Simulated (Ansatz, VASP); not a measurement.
# MgB2: VASP beside Ansatz

```
Mg B
1.0
     3.08500    0.00000    0.00000
    -1.54250    2.67169    0.00000
     0.00000    0.00000    3.59346
Mg B
1 2
Direct
  0.00000 0.00000 0.00000
  0.33333 0.66667 0.50000
  0.66667 0.33333 0.50000
```

Change from the starting cell: zz strain of +2 %.

Alike in both runs: task single point; functional LDA; k mesh 15 × 15 × 12; occupations fermi-dirac, width 0.05 eV; no spin polarisation.

|  | VASP | Ansatz |
| --- | --- | --- |
| version | VASP 6.6.1 | Ansatz 0.2.0 |
| potentials or method | VASP PAW LDA potentials, release 64 (Mg, B), cutoff 520 eV | all-electron LAPW, scalar-relativistic |

|  | VASP | Ansatz | Ansatz less VASP |
| --- | --- | --- | --- |
| pressure (GPa) | -10.0 | -9.4 | +0.58 |
| traceless stress, the component that is largest in VASP (GPa) | -1.28 | -1.15 | +0.135 |

LDA's correlation is that of Perdew and Zunger in VASP and of Perdew and Wang (1992) in Ansatz. Ansatz ran all-electron here, and VASP with PAW potentials.
